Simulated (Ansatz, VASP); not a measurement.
**Re in VASP and in Ansatz**

```xyz
1
Lattice="0.0000 2.0611 1.7662 2.0611 0.0000 1.7662 2.0611 2.0611 0.0000" Properties=species:S:1:pos:R:3 pbc="T T T"
Re    0.0000    0.0000    0.0000
```

Alike in both runs: task single point; functional PBE; k mesh 10 × 10 × 10; occupations gaussian, width 0.15 eV; no spin polarisation.

|  | VASP | Ansatz |
| --- | --- | --- |
| version | VASP 6.6.1 | Ansatz 0.2.0 |
| potentials or method | VASP PAW PBE potentials, release 64 (Re), cutoff 520 eV | scalar-relativistic, plane waves, PAW |
| valence electrons in the cell | 7 | 15 |

```csv
,VASP,Ansatz,Ansatz less VASP
gap on the k mesh at the Fermi level (eV),none,none,-
pressure (GPa),1.3,1.9,+0.58
"traceless stress, the component that is largest in VASP (GPa)",15.84,15.68,-0.168
```

A gap of «none» marks a metal or a gap that the smearing closes. The functional is the same, so the differences come from potentials, cutoffs and numerics. VASP's potentials hold 7 valence electrons a cell and Ansatz's 15, so a difference there can come from the potentials and not from the codes.

Spin-orbit coupling is off throughout.
